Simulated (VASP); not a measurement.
Here is a VASP 6.6.1 calculation.

File INCAR:

```
SYSTEM = Bi2Te2Pb2Se3
PREC = Accurate ; ENCUT = 500
EDIFF = 1E-6 ; ISMEAR = -1
SIGMA = 0.0178 ; LREAL = .False.
LASPH = .True. ; NELM = 120
ALGO = Normal ; ISIF = 2
LWAVE = .False. ; LCHARG = .False.
GGA = RE ; NBANDS = 54
GGA_COMPAT = .False.
```

File KPOINTS:

```
Automatic mesh
0
Gamma
  5 5 1
  0 0 0
```

The input POSCAR:

```
Bi2Te2Pb2Se3
1.0
    2.2011050000      3.8124240000      0.0000000000
   -2.2011050000      3.8124240000      0.0000000000
    0.0000000000      0.0000000000     17.5174260000
Bi Pb Te Se
2 2 2 3
Direct
    0.0000000000      0.0000000000      0.1947700000
    0.0000000000      0.0000000000      0.8052300000
    0.3333300000      0.3333400000      0.6012300000
    0.6666700000      0.6666600000      0.3987700000
    0.3333300000      0.3333400000      0.9106000000
    0.6666700000      0.6666600000      0.0894000000
    0.3333300000      0.3333400000      0.2981700000
    0.6666700000      0.6666600000      0.7018300000
    0.0000000000      0.0000000000      0.5000000000
```

Potentials or basis: VASP PAW PBE potentials, release 64 (Bi_d, Pb_d, Te, Se).

Command:

```console
$ cat potpaw_PBE.64/Bi_d/POTCAR potpaw_PBE.64/Pb_d/POTCAR potpaw_PBE.64/Te/POTCAR potpaw_PBE.64/Se/POTCAR > POTCAR
$ mpirun -np 1 vasp_std > vasp.out
```

Question: Predict the band gap on the k mesh.

Answer: 0.44 eV.

Question: Predict the largest force.

Answer: 0.729 eV/Å.

Question: What does it give for the pressure?

Answer: 0.3 GPa.

Forces on the atoms (eV/Å):
```
Bi   0.000  0.000 -0.729
Bi   0.000  0.000  0.729
Pb   0.000  0.000  0.041
Pb   0.000  0.000 -0.041
Te   0.000  0.000 -0.579
Te   0.000  0.000  0.579
Se   0.000  0.000  0.042
Se   0.000  0.000 -0.042
Se   0.000  0.000  0.000
```

Caveat: the PAW data sets were made with another functional, which shifts forces and pressure a little; spin-orbit coupling is left out, which moves the levels of the heavy elements; this functional lacks dispersion, which binds the layers, so the pressure and a relaxed spacing across them are unreliable.
